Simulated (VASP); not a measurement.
# Cu (P6_3/mmc) in VASP: a series of runs

Cu is run at these levels: BLYP; tasks: single point.

Everything below comes from runs of VASP 6.6.1. Logs are shortened: lines on timing, memory, paths and dates and some standing lists are left out, and cuts for length are marked.

### 1 The cell of the first run

The structure is hexagonal, space group P6_3/mmc (No. 194). The conventional cell has a = 2.617 Å, b = 2.617 Å, c = 4.290 Å, α = 90.00°, β = 90.00°, γ = 120.00°. Cu (site symmetry -6m2) has 12 Cu at 2.62 Å within 3.5 Å.

This isn't the form of Cu at room conditions, which is fcc.

### 2 Single point, BLYP (12.73 Å³/atom)

Input file INCAR:

```
  PREC = Accurate
  ENCUT = 520
  EDIFF = 1E-6
  ISMEAR = -1
  SIGMA = 0.1
  LREAL = F
  LASPH = T
  NELM = 100
  ALGO = Normal
  ISIF = 2
  LWAVE = F
  LCHARG = T
  GGA = B5
  ALDAX = 1.0
  AGGAX = 1.0
  AGGAC = 1.0
  ALDAC = 0.0
  LELF = T
  LVHAR = T
  NBANDS = 18
```

Input file KPOINTS:

```
Automatic mesh
0
Gamma
  15 15 8
```

Input file POSCAR:

```
Cu
1.0
    2.6173930884      0.0000000000      0.0000000000
   -1.3086965442      2.2667289062      0.0000000000
    0.0000000000      0.0000000000      4.2903314162
Cu
2
Direct
    0.3333333333      0.6666666667      0.2500000000
    0.6666666667      0.3333333333      0.7500000000
```

Potentials or basis: VASP PAW PBE potentials, release 64 (Cu).

Run with:

```sh
$ cat potpaw_PBE.64/Cu/POTCAR > POTCAR
$ mpirun -np 1 vasp_std > vasp.out
```

OUTCAR:

```text
PREC = Accurate
   ENCUT = 520
   EDIFF = 1E-6
   ISMEAR = -1
   LREAL = F
   LASPH = T
   NELM = 100
   ISIF = 2
   GGA = B5

 ion  position               nearest neighbor table
   1  0.333  0.667  0.250-   2 2.62   2 2.62   2 2.62   2 2.62   2 2.62   2 2.62
   2  0.667  0.333  0.750-   1 2.62   1 2.62   1 2.62   1 2.62   1 2.62   1 2.62

  LATTYP: Found a hexagonal cell.
 ALAT       =     2.6173930884
 C/A-ratio  =     1.6391620484

  Lattice vectors:

 A1 = (   2.6173930884,   0.0000000000,   0.0000000000)
 A2 = (  -1.3086965442,   2.2667289062,   0.0000000000)
 A3 = (   0.0000000000,   0.0000000000,   4.2903314162)

Analysis of symmetry for initial positions (statically):
=====================================================================
 Subroutine PRICEL returns:
 Original cell was already a primitive cell.

 Routine SETGRP: Setting up the symmetry group for a
 hexagonal supercell.

 Subroutine GETGRP returns: Found 24 space group operations
 (whereof 12 operations were pure point group operations)
 out of a pool of 24 trial point group operations.

The static configuration has the point symmetry D_3d.
 The point group associated with its full space group is D_6h.

Analysis of symmetry for dynamics (positions and initial velocities):
=====================================================================
 Subroutine PRICEL returns:
 Original cell was already a primitive cell.

 Routine SETGRP: Setting up the symmetry group for a
 hexagonal supercell.

 Subroutine GETGRP returns: Found 24 space group operations
 (whereof 12 operations were pure point group operations)
 out of a pool of 24 trial point group operations.

The dynamic configuration has the point symmetry D_3d.
 The point group associated with its full space group is D_6h.

 Subroutine INISYM returns: Found 24 space group operations
 (whereof 12 operations are pure point group operations),
 and found     1 'primitive' translations

----------------------------------------------------------------------------------------

                                     Primitive cell

  volume of cell :      25.4542

  direct lattice vectors                    reciprocal lattice vectors
     2.617393088  0.000000000  0.000000000     0.382059540  0.220582178  0.000000000
    -1.308696544  2.266728906  0.000000000     0.000000000  0.441164357  0.000000000
     0.000000000  0.000000000  4.290331416     0.000000000  0.000000000  0.233082227

  length of vectors
     2.617393088  2.617393088  4.290331416     0.441164357  0.441164357  0.233082227

  position of ions in fractional coordinates (direct lattice)
     0.333333333  0.666666667  0.250000000
     0.666666667  0.333333333  0.750000000

  ion indices of the primitive-cell ions
   primitive index   ion index
                 1           1
                 2           2

----------------------------------------------------------------------------------------

 KPOINTS: Automatic mesh

Automatic generation of k-mesh.
 Grid dimensions read from file:
 generate k-points for:   15   15    8

 Generating k-lattice:

  Cartesian coordinates                     Fractional coordinates (reciprocal lattice)
     0.025470636  0.014705479  0.000000000     0.066666667  0.000000000  0.000000000
     0.000000000  0.029410957  0.000000000     0.000000000  0.066666667  0.000000000
     0.000000000  0.000000000  0.029135278     0.000000000  0.000000000  0.125000000

  Length of vectors
     0.029410957  0.029410957  0.029135278

  Shift w.r.t. Gamma in fractional coordinates (k-lattice)
     0.000000000  0.000000000  0.000000000

 Subroutine IBZKPT returns following result:
 ===========================================

 Found    135 irreducible k-points:

 Following reciprocal coordinates:
            Coordinates               Weight
  0.000000  0.000000  0.000000      1.000000
  0.066667  0.000000  0.000000      6.000000
  0.133333 -0.000000  0.000000      6.000000
  0.200000  0.000000  0.000000      6.000000
  0.266667 -0.000000  0.000000      6.000000
  0.333333  0.000000  0.000000      6.000000
[... 16 lines left out ...]
  0.333333  0.200000  0.000000     12.000000
  0.400000  0.200000  0.000000      6.000000
 [... further k-points ...]
   k-points           NKPTS =    135   k-points in BZ     NKDIM =    135   number of bands    NBANDS=     18
   number of dos      NEDOS =    301   number of ions     NIONS =      2
   total plane-waves  NPLWV =  12800
   dimension x,y,z NGX =    20 NGY =   20 NGZ =   32
   dimension x,y,z NGXF=    40 NGYF=   40 NGZF=   64
   ions per type =               2
   NGX,Y,Z   is equivalent  to a cutoff of  12.70, 12.70, 12.40 a.u.
   NGXF,Y,Z  is equivalent  to a cutoff of  25.41, 25.41, 24.80 a.u.
 SYSTEM =  unknown system
   PREC   = accura    normal or accurate (medium, high low for compatibility)
   ISTART =      0    job   : 0-new  1-cont  2-samecut
   ICHARG =      2    charge: 1-file 2-atom 10-const
   ISPIN  =      1    spin polarized calculation?
   LNONCOLLINEAR =      F non collinear calculations
   LSORBIT =      F    spin-orbit coupling
   LASPH  =      T    aspherical Exc in radial PAW
   ENCUT  =  520.0 eV  38.22 Ry    6.18 a.u.   4.87  4.87  7.98*2*pi/ulx,y,z
   NELM   =    100;   NELMIN=  2; NELMDL= -5     # of ELM steps
   EDIFF  = 0.1E-05   stopping-criterion for ELM
   LREAL  =      F    real-space projection
   EDIFFG = 0.1E-04   stopping-criterion for IOM
   NSW    =      0    number of steps for IOM
   IBRION =     -1    ionic relax: 0-MD 1-quasi-New 2-CG
   NFREE  =      0    steps in history (QN), initial steepest desc. (CG)
   ISIF   =      2    stress and relaxation
   ISYM   =      2    0-nonsym 1-usesym 2-fastsym
   POTIM  = 0.5000    time-step for ionic-motion
   TEBEG  =    0.0;   TEEND  =   0.0 temperature during run
   PSTRESS=    0.0 pullay stress
   NELECT =      22.0000    total number of electrons
   NUPDOWN=      -1.0000    fix difference up-down
   EMIN   =  10.00;   EMAX   =-10.00  energy-range for DOS
   EFERMI =   0.00;   METHOD = LEGACY
   ISMEAR =    -1;   SIGMA  =   0.10  broadening in eV -4-tet -1-fermi 0-gaus
   EFERMI_NEDOS =   21; number of points for ismear=-14 and -15
   IALGO  =     38    algorithm
   IMIX   =      4    mixing-type and parameters
     AMIX     =   0.40;   BMIX     =  1.00
     AMIX_MAG =   1.60;   BMIX_MAG =  1.00
  volume/ion in A,a.u.               =      12.73        85.89
  Fermi-wavevector in a.u.,A,eV,Ry     =   1.559418  2.946873 33.086445  2.431785
  Thomas-Fermi vector in A             =   2.662779
   LORBIT       =      0    0 simple, 1 ext, 2 COOP (PROOUT), +10 PAW based schemes
   GGA     = B5    functional components
   LHFCALC =     F    Hartree Fock is set to
   AEXX    =    0.0000 exact exchange contribution
   IVDW    =     0    specifies the selected vdW correction
   LEPSILON=     F    determine dielectric tensor
   LRPA    =     F    only Hartree local field effects (RPA)
 non-spin polarized calculation
  energy-cutoff  :      520.00
  volume of cell :       25.45
 maximum number of plane-waves:       708
 NGX is ok and might be reduce to    20
   NGX =  9   NGY =  9   NGZ = 15

 number of electron      22.0000026 magnetization

 Free energy of the ion-electron system (eV)
  ---------------------------------------------------
  ext. energy  EPLUGINS =         0.00000000
  ---------------------------------------------------
  free energy    TOTEN  =        -5.96075432 eV

  energy without entropy =       -5.94131468  energy(sigma->0) =       -5.95103450

 E-fermi :   7.2548     XC(G=0): -11.7348

 val. band max:        7.1840856596   @ k =   0.2000   0.0667   0.2500
 cond. band min:       7.3049666429   @ k =   0.2667   0.2667   0.0000
 fundamental gap:      0.1208809833
 Fermi energy:         7.2547615729

 k-point     1 :       0.0000    0.0000    0.0000
  band No.  band energies     occupation
      1      -1.5437      2.00000
      2       2.4360      2.00000
      3       4.2561      2.00000
      4       4.3177      2.00000
      5       4.3177      2.00000
      6       4.4956      2.00000
[... 10 lines left out ...]
     17      29.6393      0.00000
     18      29.6394      0.00000

 k-point     2 :       0.0667    0.0000    0.0000
  band No.  band energies     occupation
      1      -1.4068      2.00000
      2       2.5143      2.00000
      3       4.1865      2.00000
      4       4.3647      2.00000
      5       4.3774      2.00000
      6       4.4734      2.00000
[... 10 lines left out ...]
     17      30.5623      0.00000
     18      30.9271      0.00000

 k-point     3 :       0.1333   -0.0000    0.0000
  band No.  band energies     occupation
      1      -1.0016      2.00000
      2       2.7266      2.00000
      3       4.0685      2.00000
      4       4.3874      2.00000
      5       4.4382      2.00000
      6       4.5000      2.00000
[... 10 lines left out ...]
     17      29.7135      0.00000
     18      30.3500      0.00000

 k-point     4 :       0.2000    0.0000    0.0000
  band No.  band energies     occupation
      1      -0.3475      2.00000
      2       2.9933      2.00000
      3       3.9526      2.00000
      4       4.0244      2.00000
      5       4.3088      2.00000
      6       4.5646      2.00000
[... 375 lines left out ...]
      4       3.6429      2.00000
      5       4.1429      2.00000
      6       4.4480      2.00000
[... 10 lines left out ...]
     17      21.3317      0.00000
     18      23.1998      0.00000

 k-point    23 :       0.3333    0.2000    0.0000
  band No.  band energies     occupation
      1       2.9924      2.00000
      2       3.2809      2.00000
      3       3.3042      2.00000
      4       3.8106      2.00000
      5       4.1407      2.00000
      6       4.3393      2.00000
[... 10 lines left out ...]
     17      19.2227      0.00000
     18      22.7551      0.00000

 k-point    24 :       0.4000    0.2000    0.0000
  band No.  band energies     occupation
      1       3.1109      2.00000
      2       3.2596      2.00000
      3       3.2699      2.00000
      4       3.9151      2.00000
      5       4.1597      2.00000
      6       4.2808      2.00000
[... 10 lines left out ...]
     17      18.0780      0.00000
     18      22.6119      0.00000

 [... further k-points ...]

------------------------ aborting loop because EDIFF is reached ----------------------------------------

  FORCE on cell =-STRESS in cart. coord.  units (eV):
  Direction    XX          YY          ZZ          XY          YZ          ZX
  --------------------------------------------------------------------------------------
  -------------------------------------------------------------------------------------
  Total        0.0213160      0.0213160      0.2302348      0.0000000      0.0000000      0.0000000
  in kB        1.3417044      1.3417044     14.4917938      0.0000000      0.0000000      0.0000000
  external PRESSURE =       5.7250675 kB  Pullay stress =       0.0000000 kB

 VOLUME and BASIS-vectors are now :
 -----------------------------------------------------------------------------
  energy-cutoff  :      520.00
  volume of cell :       25.45
      direct lattice vectors                 reciprocal lattice vectors
     2.617393088  0.000000000  0.000000000     0.382059540  0.220582178  0.000000000
    -1.308696544  2.266728906  0.000000000     0.000000000  0.441164357  0.000000000
     0.000000000  0.000000000  4.290331416     0.000000000  0.000000000  0.233082227

 POSITION                                       TOTAL-FORCE (eV/Angst)
 -----------------------------------------------------------------------------------
     -0.00000      1.51115      1.07258         0.000000     -0.000000      0.000000
      1.30870      0.75558      3.21775        -0.000000      0.000000     -0.000000
 -----------------------------------------------------------------------------------
    total drift:                               -0.000000      0.000000     -0.000000

  FREE ENERGIE OF THE ION-ELECTRON SYSTEM (eV)
  ---------------------------------------------------
  free  energy   TOTEN  =        -5.9607543157 eV

  energy  without entropy=       -5.9413146799  energy(sigma->0) =       -5.95103450
```

Run time: 86 s. Hardware: 1 thread of Intel Xeon 8259CL, shared host; peak memory 0.17 GiB.

Results:

| Item | Value |
| --- | --- |
| Free energy | -5.9608 eV |
| Pressure | 0.6 GPa |
| Band gap on the k mesh | zero (bands 11 and 12 overlap by 5.92 eV) |

Levels at points of the mesh, in eV from the Fermi level:
```tsv
k point	band 9	band 10	band 11	band 12	band 13	band 14
(0.00, 0.00, 0.00)	-2.49	-1.83	-1.83	-0.72	3.19	20.47
(0.00, 0.00, 0.50)	-2.03	-2.03	-2.03	-2.03	11.72	11.72
```

Caveat: the PAW data sets were made with another functional, which shifts forces and pressure a little.

### 3 Single point, BLYP (13.24 Å³/atom)

This run uses another cell than the first one, of 13.24 Å³/atom.

Input file INCAR:

```
PREC = Accurate
ENCUT = 520
EDIFF = 1E-6
ISMEAR = -1
SIGMA = 0.1
LREAL = False
LASPH = True
NELM = 80
ALGO = Normal
ISIF = 2
LWAVE = False
LCHARG = False
GGA = B5
ALDAX = 1.0
AGGAX = 1.0
AGGAC = 1.0
ALDAC = 0.0
NBANDS = 18
```

KPOINTS is that of step 2.

Input file POSCAR:

```
Cu
1.0
    2.6518364210      0.0000000000      0.0000000000
   -1.3259182105      2.2965577072      0.0000000000
    0.0000000000      0.0000000000      4.3467896198
Cu
2
Direct
    0.3333333333      0.6666666667      0.2500000000
    0.6666666667      0.3333333333      0.7500000000
```

Potentials or basis: VASP PAW PBE potentials, release 64 (Cu).

Run with:

```sh
$ cat potpaw_PBE.64/Cu/POTCAR > POTCAR
$ mpirun -np 1 vasp_std > vasp.out
```

OUTCAR:

```text
PREC = Accurate
   ENCUT = 520
   EDIFF = 1E-6
   ISMEAR = -1
   LREAL = False
   LASPH = True
   NELM = 80
   ISIF = 2
   GGA = B5

 ion  position               nearest neighbor table
   1  0.333  0.667  0.250-   2 2.66   2 2.66   2 2.66   2 2.66   2 2.66   2 2.66
   2  0.667  0.333  0.750-   1 2.66   1 2.66   1 2.66   1 2.66   1 2.66   1 2.66

  LATTYP: Found a hexagonal cell.
 ALAT       =     2.6518364210
 C/A-ratio  =     1.6391620484

  Lattice vectors:

 A1 = (   2.6518364210,   0.0000000000,   0.0000000000)
 A2 = (  -1.3259182105,   2.2965577072,   0.0000000000)
 A3 = (   0.0000000000,   0.0000000000,   4.3467896198)

Analysis of symmetry for initial positions (statically):
=====================================================================
 Subroutine PRICEL returns:
 Original cell was already a primitive cell.

 Routine SETGRP: Setting up the symmetry group for a
 hexagonal supercell.

 Subroutine GETGRP returns: Found 24 space group operations
 (whereof 12 operations were pure point group operations)
 out of a pool of 24 trial point group operations.
[... 161 lines left out ...]
  free energy    TOTEN  =        -5.95046940 eV

  energy without entropy =       -5.93036844  energy(sigma->0) =       -5.94041892

 E-fermi :   6.8035     XC(G=0): -11.5183

 val. band max:        6.7206052401   @ k =   0.2000   0.0667   0.2500
 cond. band min:       6.8331770141   @ k =   0.2667   0.2667   0.0000
 fundamental gap:      0.1125717740
 Fermi energy:         6.8035408709

 k-point     1 :       0.0000    0.0000    0.0000
  band No.  band energies     occupation
      1      -1.7139      2.00000
      2       2.1871      2.00000
      3       3.9191      2.00000
      4       3.9779      2.00000
      5       3.9779      2.00000
      6       4.1445      2.00000
[... 481 lines left out ...]
      5       3.8308      2.00000
      6       3.9468      2.00000
[... 10 lines left out ...]
     17      17.3911      0.00000
     18      21.6972      0.00000

 [... further k-points ...]

------------------------ aborting loop because EDIFF is reached ----------------------------------------

  FORCE on cell =-STRESS in cart. coord.  units (eV):
  Direction    XX          YY          ZZ          XY          YZ          ZX
  --------------------------------------------------------------------------------------
  -------------------------------------------------------------------------------------
  Total       -0.6335553     -0.6335553     -0.4360988      0.0000000      0.0000000      0.0000000
  in kB      -38.3444398    -38.3444398    -26.3938499      0.0000000      0.0000000      0.0000000
  external PRESSURE =     -34.3609099 kB  Pullay stress =       0.0000000 kB

 VOLUME and BASIS-vectors are now :
 -----------------------------------------------------------------------------
  energy-cutoff  :      520.00
  volume of cell :       26.47
      direct lattice vectors                 reciprocal lattice vectors
     2.651836421  0.000000000  0.000000000     0.377097166  0.217717151  0.000000000
    -1.325918211  2.296557707  0.000000000     0.000000000  0.435434301  0.000000000
     0.000000000  0.000000000  4.346789620     0.000000000  0.000000000  0.230054842

 POSITION                                       TOTAL-FORCE (eV/Angst)
 -----------------------------------------------------------------------------------
     -0.00000      1.53104      1.08670        -0.000000     -0.000000     -0.000000
      1.32592      0.76552      3.26009         0.000000      0.000000      0.000000
 -----------------------------------------------------------------------------------
    total drift:                               -0.000000      0.000000     -0.000000

  FREE ENERGIE OF THE ION-ELECTRON SYSTEM (eV)
  ---------------------------------------------------
  free  energy   TOTEN  =        -5.9504693980 eV

  energy  without entropy=       -5.9303684442  energy(sigma->0) =       -5.94041892
```

It took 88 s on 1 thread of Intel Xeon 8259CL, shared host; peak memory 0.17 GiB.

What came out:

* Free energy: -5.9505 eV
* Pressure: -3.4 GPa
* Band gap on the k mesh: zero (bands 11 and 12 overlap by 5.79 eV)

Caveat: the cell stands under tension; the PAW data sets were made with another functional, which shifts forces and pressure a little.

The gap in the log of VASP goes by the Fermi energy; the results here count the filled bands.